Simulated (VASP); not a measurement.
Wanted: the native input for a VASP 6.6.1 run.

```yaml
Task: single point
Functional: revPBE
Potentials_or_basis: VASP PAW PBE potentials, release 64 (Gd)
Cutoff: 520 eV
k_mesh: 13 × 13 × 7
Occupations: fermi-dirac, width 0.05 eV
Spin: collinear spin, ferromagnetic start
Starting_moments: "[7.394, 7.394] μB"
Dipole_correction: no
Further_INCAR_settings: ALGO = Normal; EDIFF = 1e-06; NBANDS = 29
```

The structure of Gd lies in POSCAR:

```
Gd
1.0
    3.6919362771      0.0000000000      0.0000000000
   -1.8459681386      3.1973106052      0.0000000000
    0.0000000000      0.0000000000      5.9098185392
Gd
2
Direct
    0.3333333333      0.6666666667      0.2500000000
    0.6666666667      0.3333333333      0.7500000000
```

One way to write it, as run:

INCAR

```
SYSTEM = Gd
PREC = Accurate
ENCUT = 520
EDIFF = 1E-6
ISMEAR = -1
SIGMA = 0.05
LREAL = .FALSE.
LASPH = .TRUE.
NELM = 150
ALGO = Normal
ISIF = 2
LWAVE = .FALSE.
LCHARG = .FALSE.
ISPIN = 2
MAGMOM = 7.394 7.394
LORBIT = 11
LMAXMIX = 6
GGA = RE
NBANDS = 29
```

KPOINTS

```
Automatic mesh
0
G
  13 13 7
  0 0 0
```

Potentials or basis: VASP PAW PBE potentials, release 64 (Gd).

Launch:

```sh
$ cat potpaw_PBE.64/Gd/POTCAR > POTCAR
$ mpirun -np 1 vasp_std > vasp.out
```

Results of the run:

```json
{"Pressure": "-1.0 GPa", "Net moment": "15.41 μB per cell", "Site moments": "Gd +7.00 μB", "Valence electrons inside the program's atomic spheres": "Gd 15.18"}
```

Caveat: the PAW data sets were made with another functional, which shifts forces and pressure a little.

Run time: 6.2 min on 1 thread of Intel(R) Xeon(R) 6975P-C (Granite Rapids), on a shared host, peak memory 0.41 GiB.
